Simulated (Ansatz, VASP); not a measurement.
**Two plane-wave programs on KBr**

The input INCAR:

```
ALGO = Normal ; EDIFF = 1E-7
ENCUT = 520 ; GGA = PE
ISIF = 2 ; ISMEAR = 0
LASPH = True ; LCHARG = False
LREAL = False ; LWAVE = False
NBANDS = 15 ; NELM = 80
PREC = Accurate ; SIGMA = 0.1
```

File KPOINTS:

```
k-points
0
Gamma
  6 6 6
```

POSCAR

```
KBr
1.0
    2.6339589900      1.5207169300      4.3336891200
   -2.6339589900      1.5207169300      4.3336891200
    0.0000000000     -3.0414338600      4.3336891200
K Br
1 1
Direct
    0.2487566200      0.2487566200      0.2487566200
    0.0000000000      0.0000000000      0.0000000000
```

Input for Ansatz:

```yaml
crystal:
  lattice:
    - [2.63395899, 1.52071693, 4.33368912]
    - [-2.63395899, 1.52071693, 4.33368912]
    - [0.0, -3.04143386, 4.33368912]
  atoms:
    - { symbol: K, position: [0.24875662, 0.24875662, 0.24875662] }
    - { symbol: Br, position: [0.0, 0.0, 0.0] }
basis:
  ecutwfc: 420
kpoints:
  mp_grid: { grid: [6, 6, 6] }
hamiltonian:
  xc: pbe
scf:
  occupations: { method: gaussian, width: 0.1 }
  lower_state_search: "off"
output:
  forces: true
  stress: true
  eigenvalues: true
```

Alike in both runs: task single point; functional PBE; k mesh 6 × 6 × 6; occupations gaussian, width 0.1 eV; no spin polarisation.

```csv
,VASP,Ansatz
version,VASP 6.6.1,Ansatz 0.2.0
potentials or method,"VASP PAW PBE potentials, release 64 (K_sv, Br), cutoff 520 eV","scalar-relativistic, plane waves, PAW"
valence electrons in the cell,16,16
```

|  | VASP | Ansatz | Ansatz less VASP |
| --- | --- | --- | --- |
| gap on the k mesh at the Fermi level (eV) | 4.21 | 4.21 | +0.001 |
| least direct gap on the mesh (eV) | 4.22 | 4.22 | +0.001 |
| pressure (GPa) | -0.1 | -0.1 | -0.02 |
